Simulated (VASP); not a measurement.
Here is a VASP 6.6.1 calculation.

INCAR

```
SYSTEM = Sn
ALGO = Normal
EDIFF = 1E-7
ENCUT = 520
GGA = PE
ISIF = 2
ISMEAR = -1
LASPH = .TRUE.
LCHARG = .FALSE.
LREAL = .FALSE.
LWAVE = .FALSE.
NBANDS = 21
NELM = 60
PREC = Accurate
SIGMA = 0.02
```

The input KPOINTS:

```
k-points
0
G
  6 6 6
  0 0 0
```

The input POSCAR:

```
Sn
1.0
    0.0000000000      3.3501489766      3.3501489766
    3.3501489766      0.0000000000      3.3501489766
    3.3501489766      3.3501489766      0.0000000000
Sn
2
Direct
    0.0000000000      0.0000000000      0.0000000000
    0.2500000000      0.2500000000      0.2500000000
```

Potentials or basis: VASP PAW PBE potentials, release 64 (Sn_d).

Launch:

```console
$ cat potpaw_PBE.64/Sn_d/POTCAR > POTCAR
$ mpirun -np 1 vasp_std > vasp.out
```

(1) Predict the pressure.

(2) What does it give for the band gap on the k mesh?

Answers

(1) -0.7 GPa.

(2) zero (bands 14 and 15 overlap by 0.27 eV).

Caveat: the cell differs from its parent crystal (strain +2.0%); spin-orbit coupling is left out, which moves the levels of the heavy elements.
